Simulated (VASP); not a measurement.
# Sn3Se2 (P-3m1) in VASP: a series of runs

The runs below take Sn3Se2 through single point, with PBE.

All numbers are computed with VASP 6.6.1; they aren't measurements. Logs are shortened: lines on timing, memory, paths and dates and some standing lists are left out, and cuts for length are marked.

**1. The cell of the first run**

Symmetry: P-3m1, No. 164, trigonal system. Conventional cell: a = 3.988 Å, b = 3.988 Å, c = 9.971 Å, α = 90.00°, β = 90.00°, γ = 120.00°. Sn (site symmetry -3m) has 6 Se at 3.00 Å and 6 Sn at 3.99 Å within 4.0 Å. Sn (site symmetry 3m) has 3 Se at 2.97 Å and 3 Sn at 3.31 Å within 3.9 Å. Within 3.9 Å of Se (site symmetry 3m) lie 6 Sn at 2.97 to 3.00 Å.

**2. Single point, PBE**

INCAR

```
SYSTEM = Sn3Se2
PREC = Accurate
ENCUT = 500
EDIFF = 1E-6
ISMEAR = 0
SIGMA = 0.2
LREAL = .False.
LASPH = .True.
NELM = 120
ALGO = Normal
ISIF = 2
LWAVE = .False.
LCHARG = .False.
GGA = PE
NBANDS = 35
GGA_COMPAT = .False.
```

KPOINTS

```
regular mesh
0
Gamma
  5 5 2
  0 0 0
```

POSCAR

```
Sn3Se2
1.0
    3.9884938242      0.0000000000      0.0000000000
   -1.9942469121      3.4541369746      0.0000000000
    0.0000000000      0.0000000000      9.9705967943
Sn Se
3 2
Direct
    0.0000000000      0.0000000000      0.0000000000
    0.6666666667      0.3333333333      0.3808348619
    0.3333333333      0.6666666667      0.6191651381
    0.3333333333      0.6666666667      0.1934376287
    0.6666666667      0.3333333333      0.8065623713
```

Potentials or basis: VASP PAW PBE potentials, release 64 (Sn_d, Se).

Launch:

```sh
$ cat potpaw_PBE.64/Sn_d/POTCAR potpaw_PBE.64/Se/POTCAR > POTCAR
$ mpirun -np 1 vasp_std > vasp.out
```

OUTCAR:

```text
SYSTEM = Sn3Se2
   PREC = Accurate
   ENCUT = 500
   EDIFF = 1E-6
   ISMEAR = 0
   LREAL = .False.
   LASPH = .True.
   NELM = 120
   ISIF = 2
   GGA = PE

 ion  position               nearest neighbor table
   1  0.000  0.000  0.000-   4 3.00   5 3.00   5 3.00   4 3.00   5 3.00   4 3.00
   2  0.667  0.333  0.381-   4 2.97   4 2.97   4 2.97   3 3.31   3 3.31   3 3.31
   3  0.333  0.667  0.619-   5 2.97   5 2.97   5 2.97   2 3.31   2 3.31   2 3.31
   4  0.333  0.667  0.193-   2 2.97   2 2.97   2 2.97   1 3.00   1 3.00   1 3.00
   5  0.667  0.333  0.807-   3 2.97   3 2.97   3 2.97   1 3.00   1 3.00   1 3.00

  LATTYP: Found a hexagonal cell.
 ALAT       =     3.9884938242
 C/A-ratio  =     2.4998400985

  Lattice vectors:

 A1 = (   3.9884938242,   0.0000000000,   0.0000000000)
 A2 = (  -1.9942469121,   3.4541369746,   0.0000000000)
 A3 = (   0.0000000000,   0.0000000000,   9.9705967943)

Analysis of symmetry for initial positions (statically):
=====================================================================
 Subroutine PRICEL returns:
 Original cell was already a primitive cell.

 Routine SETGRP: Setting up the symmetry group for a
 hexagonal supercell.

 Subroutine GETGRP returns: Found 12 space group operations
 (whereof 12 operations were pure point group operations)
 out of a pool of 24 trial point group operations.

The static configuration has the point symmetry D_3d.

Analysis of symmetry for dynamics (positions and initial velocities):
=====================================================================
 Subroutine PRICEL returns:
 Original cell was already a primitive cell.

 Routine SETGRP: Setting up the symmetry group for a
 hexagonal supercell.

 Subroutine GETGRP returns: Found 12 space group operations
 (whereof 12 operations were pure point group operations)
 out of a pool of 24 trial point group operations.

The dynamic configuration has the point symmetry D_3d.

 Subroutine INISYM returns: Found 12 space group operations
 (whereof 12 operations are pure point group operations),
 and found     1 'primitive' translations

[... 79 lines left out ...]
   ISPIN  =      1    spin polarized calculation?
   LNONCOLLINEAR =      F non collinear calculations
   LSORBIT =      F    spin-orbit coupling
   LASPH  =      T    aspherical Exc in radial PAW
   ENCUT  =  500.0 eV  36.75 Ry    6.06 a.u.   7.27  7.27 18.18*2*pi/ulx,y,z
   NELM   =    120;   NELMIN=  2; NELMDL= -5     # of ELM steps
   EDIFF  = 0.1E-05   stopping-criterion for ELM
   LREAL  =      F    real-space projection
   EDIFFG = 0.1E-04   stopping-criterion for IOM
   NSW    =      0    number of steps for IOM
   IBRION =     -1    ionic relax: 0-MD 1-quasi-New 2-CG
   NFREE  =      0    steps in history (QN), initial steepest desc. (CG)
   ISIF   =      2    stress and relaxation
   ISYM   =      2    0-nonsym 1-usesym 2-fastsym
   POTIM  = 0.5000    time-step for ionic-motion
   TEBEG  =    0.0;   TEEND  =   0.0 temperature during run
   PSTRESS=    0.0 pullay stress
   NELECT =      54.0000    total number of electrons
   NUPDOWN=      -1.0000    fix difference up-down
   EMIN   =  10.00;   EMAX   =-10.00  energy-range for DOS
   EFERMI =   0.00;   METHOD = LEGACY
   ISMEAR =     0;   SIGMA  =   0.20  broadening in eV -4-tet -1-fermi 0-gaus
   EFERMI_NEDOS =   21; number of points for ismear=-14 and -15
   IALGO  =     38    algorithm
   IMIX   =      4    mixing-type and parameters
     AMIX     =   0.40;   BMIX     =  1.00
     AMIX_MAG =   1.60;   BMIX_MAG =  1.00
  volume/ion in A,a.u.               =      27.47       185.39
  Fermi-wavevector in a.u.,A,eV,Ry     =   1.199268  2.266288 19.568490  1.438243
  Thomas-Fermi vector in A             =   2.335135
   LORBIT       =      0    0 simple, 1 ext, 2 COOP (PROOUT), +10 PAW based schemes
   GGA     = PE    functional components
   LHFCALC =     F    Hartree Fock is set to
   AEXX    =    0.0000 exact exchange contribution
   IVDW    =     0    specifies the selected vdW correction
   LEPSILON=     F    determine dielectric tensor
   LRPA    =     F    only Hartree local field effects (RPA)
 non-spin polarized calculation
 Gauss-broadening in eV      SIGMA  =   0.20
  energy-cutoff  :      500.00
  volume of cell :      137.36
 maximum number of plane-waves:      3511
 NGX is ok and might be reduce to    30
   NGX = 15   NGY = 15   NGZ = 37

 number of electron      53.9999983 magnetization

 Free energy of the ion-electron system (eV)
  ---------------------------------------------------
  ext. energy  EPLUGINS =         0.00000000
  ---------------------------------------------------
  free energy    TOTEN  =       -19.65082066 eV

  energy without entropy =      -19.61492588  energy(sigma->0) =      -19.63287327

 E-fermi :   6.2395     XC(G=0):  -9.7494

 val. band max:        6.0277115790   @ k =   0.2000   0.2000   0.5000
 cond. band min:       6.2889988319   @ k =   0.2000   0.2000   0.5000
 fundamental gap:      0.2612872528
 Fermi energy:         6.2394847294

 k-point     1 :       0.0000    0.0000    0.0000
  band No.  band energies     occupation
      1     -15.5975      2.00000
      2     -15.5975      2.00000
      3     -15.5803      2.00000
      4     -15.5773      2.00000
      5     -15.5773      2.00000
      6     -15.5715      2.00000
[... 369 lines left out ...]
     34      10.7916      0.00000
     35      11.6302      0.00000

------------------------ aborting loop because EDIFF is reached ----------------------------------------

  FORCE on cell =-STRESS in cart. coord.  units (eV):
  Direction    XX          YY          ZZ          XY          YZ          ZX
  --------------------------------------------------------------------------------------
  -------------------------------------------------------------------------------------
  Total       -0.1100387     -0.1100387     -0.0674922      0.0000000     -0.0000000      0.0000000
  in kB       -1.2834721     -1.2834721     -0.7872169      0.0000000     -0.0000000      0.0000000
  external PRESSURE =      -1.1180537 kB  Pullay stress =       0.0000000 kB

 VOLUME and BASIS-vectors are now :
 -----------------------------------------------------------------------------
  energy-cutoff  :      500.00
  volume of cell :      137.36
      direct lattice vectors                 reciprocal lattice vectors
     3.988493824  0.000000000  0.000000000     0.250721211  0.144753958  0.000000000
    -1.994246912  3.454136975  0.000000000     0.000000000  0.289507917  0.000000000
     0.000000000  0.000000000  9.970596794     0.000000000  0.000000000  0.100294899

 POSITION                                       TOTAL-FORCE (eV/Angst)
 -----------------------------------------------------------------------------------
      0.00000      0.00000      0.00000         0.000000      0.000000      0.000000
      1.99425      1.15138      3.79715        -0.000000      0.000000      0.022145
     -0.00000      2.30276      6.17345         0.000000     -0.000000     -0.022145
     -0.00000      2.30276      1.92869        -0.000000     -0.000000     -0.032169
      1.99425      1.15138      8.04191         0.000000      0.000000      0.032169
 -----------------------------------------------------------------------------------
    total drift:                               -0.000000     -0.000000     -0.000000

  FREE ENERGIE OF THE ION-ELECTRON SYSTEM (eV)
  ---------------------------------------------------
  free  energy   TOTEN  =       -19.6508206580 eV

  energy  without entropy=      -19.6149258824  energy(sigma->0) =      -19.63287327
```

It took 25 s on 1 thread of Intel Xeon 6975P-C (Granite Rapids), shared host; peak memory 0.25 GiB.

Results:

| Item | Value |
| --- | --- |
| Free energy | -19.6508 eV |
| Pressure | -0.1 GPa |
| Largest force | 0.032 eV/Å |
| Band gap on the k mesh | zero (band 27 reaches 8.13 eV, above the bottom of band 28 at 5.40 eV) |

Forces on the atoms (eV/Å):
```
Sn   0.000  0.000  0.000
Sn   0.000  0.000  0.022
Sn   0.000  0.000 -0.022
Se   0.000  0.000 -0.032
Se   0.000  0.000  0.032
```

Levels at points of the mesh, in eV from the Fermi level:
| k point | band 24 | band 25 | band 26 | band 27 | band 28 | band 29 | band 30 | band 31 |
| --- | --- | --- | --- | --- | --- | --- | --- | --- |
| (0.00, 0.00, 0.00) | -1.87 | -1.65 | -1.53 | 1.89 | 1.91 | 2.36 | 2.36 | 2.43 |
| (0.00, 0.00, 0.50) | -1.83 | -1.83 | 0.08 | 0.52 | 1.90 | 1.90 | 3.44 | 3.44 |

Caveat: the k points lie up to 0.36 Å⁻¹ apart; spin-orbit coupling is left out, which moves the levels of the heavy elements.

**3. Single point, PBE**

INCAR

```
PREC     = Accurate       # precision mode
ENCUT    = 500            # plane-wave cutoff, eV
EDIFF    = 1E-6           # SCF threshold, eV
ISMEAR   = 0              # smearing method
SIGMA    = 0.1            # smearing width, eV
LREAL    = False          # projectors in reciprocal space
LASPH    = True           # aspherical terms in the spheres
NELM     = 120            # most SCF steps
ALGO     = Normal         # electronic algorithm
ISIF     = 2              # what is computed and relaxed
LWAVE    = False          # write WAVECAR
LCHARG   = False          # write CHGCAR
GGA      = PE             # functional
NBANDS   = 35             # bands
GGA_COMPAT= False
```

KPOINTS

```
Automatic mesh
0
Gamma
  6 6 2
```

POSCAR is that of step 2.

Potentials or basis: VASP PAW PBE potentials, release 64 (Sn_d, Se).

Launch:

```sh
$ cat potpaw_PBE.64/Sn_d/POTCAR potpaw_PBE.64/Se/POTCAR > POTCAR
$ mpirun -np 1 vasp_std > vasp.out
```

Run time: 34 s. Hardware: 1 thread of Intel Xeon 6975P-C (Granite Rapids), shared host; peak memory 0.26 GiB.

It converged, with:

* Free energy: -19.5860 eV
* Pressure: 0.1 GPa
* Largest force: 0.088 eV/Å
* Band gap on the k mesh: zero (band 27 reaches 8.14 eV, above the bottom of band 28 at 5.58 eV)

Forces in eV/Å, atoms in the order of the input:
```
Sn   0.000  0.000  0.000
Sn   0.000  0.000  0.088
Sn   0.000  0.000 -0.088
Se   0.000  0.000 -0.052
Se   0.000  0.000  0.052
```

Stress tensor (GPa, compression positive):
```
0.04 0.00 0.00
0.00 0.04 0.00
0.00 0.00 0.32
```

Levels at points of the mesh, in eV from the Fermi level:
```
           k point  band 25  band 26  band 27  band 28  band 29  band 30
(0.00, 0.00, 0.00)    -1.66    -1.55     1.88     1.89     2.33     2.33
(0.50, 0.00, 0.00)    -2.56    -2.14    -1.13     0.27     0.53     0.78
(0.00, 0.00, 0.50)    -1.84     0.06     0.50     1.88     1.88     3.41
(0.50, 0.00, 0.50)    -2.72    -1.81    -1.39     1.13     1.18     1.55
```

Caveat: spin-orbit coupling is left out, which moves the levels of the heavy elements.
